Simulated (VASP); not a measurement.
A run of VASP 6.6.1 is set up as follows.

The input INCAR:

```
PREC     = Accurate       # precision mode
ENCUT    = 500            # plane-wave cutoff, eV
EDIFF    = 1E-7           # SCF threshold, eV
ISMEAR   = 0              # smearing method
SIGMA    = 0.01           # smearing width, eV
LREAL    = F              # projectors in reciprocal space
LASPH    = T              # aspherical terms in the spheres
NELM     = 120            # most SCF steps
ALGO     = Normal         # electronic algorithm
ISIF     = 3              # what is computed and relaxed
LWAVE    = F              # write WAVECAR
LCHARG   = F              # write CHGCAR
GGA      = PS             # functional
IBRION   = 2              # ionic algorithm
NSW      = 80             # ionic steps
EDIFFG   = -0.01          # ionic threshold
GGA_COMPAT= F            
NELMIN   = 4
```

Contents of KPOINTS:

```
regular mesh
0
Gamma
  4 4 4
```

Contents of POSCAR:

```
InSb3
1.0
    5.2500000000      0.0000000000      0.0000000000
    0.0000000000      5.2500000000      0.0000000000
    0.0000000000      0.0000000000      5.2500000000
In Sb
1 3
Direct
    0.0000000000      0.0000000000      0.0000000000
    0.5000000000      0.0000000000      0.0000000000
    0.0000000000      0.0000000000      0.5000000000
    0.0000000000      0.5000000000      0.0000000000
```

Potentials or basis: VASP PAW PBE potentials, release 64 (In_d, Sb).

Command:

```bash
$ cat potpaw_PBE.64/In_d/POTCAR potpaw_PBE.64/Sb/POTCAR > POTCAR
$ mpirun -np 1 vasp_std > vasp.out
```

Problem. Predict the space group after relaxing (to 0.05 Å).

Solution. Pm-3m (No. 221).

Problem. Estimate the band gap on the k mesh.

Solution. Zero (band 14 reaches 3.83 eV, above the bottom of band 15 at 2.31 eV).

The path:
```csv
step,energy change (eV),largest force (eV/Å),pressure (GPa),volume (Å³)
1,0.0000,0.0000,10.09,144.70
2,-0.6604,0.0000,-2.60,197.83
3,-0.8455,0.0000,0.05,177.00
4,-0.8455,0.0000,-0.07,177.69
5,-0.8456,0.0000,0.01,177.24
```

Caveat: the volume moved by over 15 % at a fixed basis, so the end points are rough; the PAW data sets were made with another functional, which shifts forces and pressure a little; spin-orbit coupling is left out, which moves the levels of the heavy elements.
